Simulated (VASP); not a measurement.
Zn4SeO3: single point with PBE

Zn4SeO3:

```
Zn Se O
1.0
    -2.45714    2.45714    4.78925
     2.45714   -2.45714    4.78925
     2.45714    2.45714   -4.78925
Zn Se O
4 1 3
Direct
  0.14423 0.14423 0.56865
  0.57558 0.57558 0.43135
  0.42442 0.85577 0.00000
  0.85577 0.42442 0.00000
  0.00000 0.00000 0.00000
  0.50000 0.50000 0.00000
  0.25000 0.75000 0.50000
  0.75000 0.25000 0.50000
```

```
Program             : VASP 6.6.1
Task                : single point
Functional          : PBE
Potentials or basis : VASP PAW PBE potentials, release 64 (Zn, Se, O)
Cutoff              : 520 eV
k mesh              : 4 × 4 × 4
Occupations         : gaussian, width 0.15 eV
Spin                : no spin polarisation
```

```
Pressure               : 1.1 GPa
Largest force          : 0.038 eV/Å
Band gap on the k mesh : 0.45 eV, direct
```

Forces in eV/Å, atoms in the order of the input:
```
Zn  -0.026 -0.026  0.010
Zn   0.026  0.026  0.010
Zn   0.026 -0.026 -0.010
Zn  -0.026  0.026 -0.010
Se   0.000  0.000  0.000
O    0.000  0.000  0.000
O    0.000  0.000  0.000
O    0.000  0.000  0.000
```

Stress tensor (GPa, compression positive):
```
1.23 0.00 0.00
0.00 1.23 0.00
0.00 0.00 0.91
```

Levels at points of the mesh, in eV from the valence-band top:
```
           k point  band 32  band 33  band 34  band 35  band 36  band 37  band 38  band 39  band 40  band 41
(0.00, 0.00, 0.00)    -1.91    -1.91    -0.02     0.00     0.00     0.45     4.47     5.76     6.22     6.91
(0.50, 0.00, 0.00)    -1.80    -1.27    -1.12    -0.85    -0.42     3.80     3.86     5.89     6.62     6.93
(0.50, 0.50, 0.00)    -1.36    -1.12    -0.54    -0.46    -0.10     3.46     3.66     5.74     5.89     6.19
(0.50, 0.50, 0.50)    -1.70    -1.60    -1.60    -0.36    -0.36     3.05     3.58     4.61     5.19     6.85
```

Run time: 2.1 min on 1 thread of Intel(R) Xeon(R) Platinum 8488C (Sapphire Rapids) (shared host), peak memory 0.35 GiB.

Caveat: the k points lie up to 0.45 Å⁻¹ apart.
